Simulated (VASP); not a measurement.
Set up this calculation in VASP 6.6.1, as the native input.

```yaml
Task: single point
Functional: LDA
Potentials_or_basis: VASP PAW LDA potentials, release 64 (Cu, Au)
Cutoff: 520 eV
k_mesh: 12 × 12 × 9
Occupations: fermi-dirac, width 0.08 eV
Spin: collinear spin
Starting_moments: "[0.05, 0.0] μB"
Fixed_moment: 0.05 μB
Dipole_correction: no
Further_INCAR_settings: ALGO = Normal; EDIFF = 1e-06; NBANDS = 22
```

The structure of CuAu lies in POSCAR:

```
CuAu
1.0
    2.8107494552      0.0000000000      0.0000000000
    0.0000000000      2.8107494552      0.0000000000
    0.0000000000      0.0000000000      3.6850000000
Cu Au
1 1
Direct
    0.5000000000      0.5000000000      0.5000000000
    0.0000000000      0.0000000000      0.0000000000
```

One way to write it, as run:

INCAR

```
ALGO     = Normal         # electronic algorithm
EDIFF    = 1E-6           # SCF threshold, eV
ENCUT    = 520            # plane-wave cutoff, eV
ISIF     = 2              # what is computed and relaxed
ISMEAR   = -1             # smearing method
ISPIN    = 2              # spin polarisation
LASPH    = T              # aspherical terms in the spheres
LCHARG   = F              # write CHGCAR
LMAXMIX  = 4              # l up to which the mixer works
LORBIT   = 11             # projections on sites
LREAL    = F              # projectors in reciprocal space
LWAVE    = F              # write WAVECAR
MAGMOM   = 0.05 0         # initial moments
NBANDS   = 22             # bands
NELM     = 150            # most SCF steps
NUPDOWN  = 0.05           # fixed moment
PREC     = Accurate       # precision mode
SIGMA    = 0.08           # smearing width, eV
```

KPOINTS

```
k-points
0
Gamma
  12 12 9
```

Potentials or basis: VASP PAW LDA potentials, release 64 (Cu, Au).

Command:

```sh
$ cat potpaw_LDA.64/Cu/POTCAR potpaw_LDA.64/Au/POTCAR > POTCAR
$ mpirun -np 1 vasp_std > vasp.out
```

Results of the run:

| Property | Result |
| --- | --- |
| Pressure | -8.5 GPa |
| Net moment | 0.05 μB per cell |
| Site moments | Cu +0.02; Au +0.02 μB |
| Valence electrons inside the program's atomic spheres | Cu 9.93; Au 9.72 |

Caveat: the cell stands under tension; the total moment is fixed, so each spin has its own Fermi level.

Run time: 100 s on 1 thread of AMD EPYC 9R45 96-Core Processor (Zen 5), on a shared host, peak memory 0.21 GiB.
